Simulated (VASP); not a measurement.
Here is a VASP 6.6.1 calculation.

The input INCAR:

```
SYSTEM = Cu3Pd
  ALGO = Normal
  EDIFF = 1E-8
  ENCUT = 520
  GGA = PS
  ISIF = 2
  ISMEAR = -1
  LASPH = .TRUE.
  LCHARG = .FALSE.
  LEFG = .TRUE.
  LREAL = .FALSE.
  LWAVE = .FALSE.
  NBANDS = 30
  NELM = 60
  PREC = Accurate
  SIGMA = 0.05
```

File KPOINTS:

```
k-points
0
G
  9 9 9
  0 0 0
```

Contents of POSCAR:

```
Cu3Pd
1.0
    3.6716965363      0.0000000000      0.0000000000
    0.0000000000      3.6716965363      0.0000000000
    0.0000000000      0.0000000000      3.6716965363
Cu Pd
3 1
Direct
    0.0000000000      0.5000000000      0.5000000000
    0.5000000000      0.0000000000      0.5000000000
    0.5000000000      0.5000000000      0.0000000000
    0.0000000000      0.0000000000      0.0000000000
```

Potentials or basis: VASP PAW PBE potentials, release 64 (Cu, Pd).

Command:

```sh
$ cat potpaw_PBE.64/Cu/POTCAR potpaw_PBE.64/Pd/POTCAR > POTCAR
$ mpirun -np 1 vasp_std > vasp.out
```

Problem. Predict the pressure.

Solution. -1.9 GPa.

Electric field gradients, principal values (V/Å²):
| atom | least | middle | greatest (by size) |
| --- | --- | --- | --- |
| 1 Cu | -13.288 | -13.288 | 26.577 |
| 2 Cu | -13.288 | -13.288 | 26.577 |
| 3 Cu | -13.288 | -13.288 | 26.577 |
| 4 Pd | 0.000 | 0.000 | 0.000 |

Caveat: without QUAD_EFG the Cq values of the log hold for a quadrupole moment of 1 mb, not for the nuclei; the PAW data sets were made with another functional, which shifts forces and pressure a little.
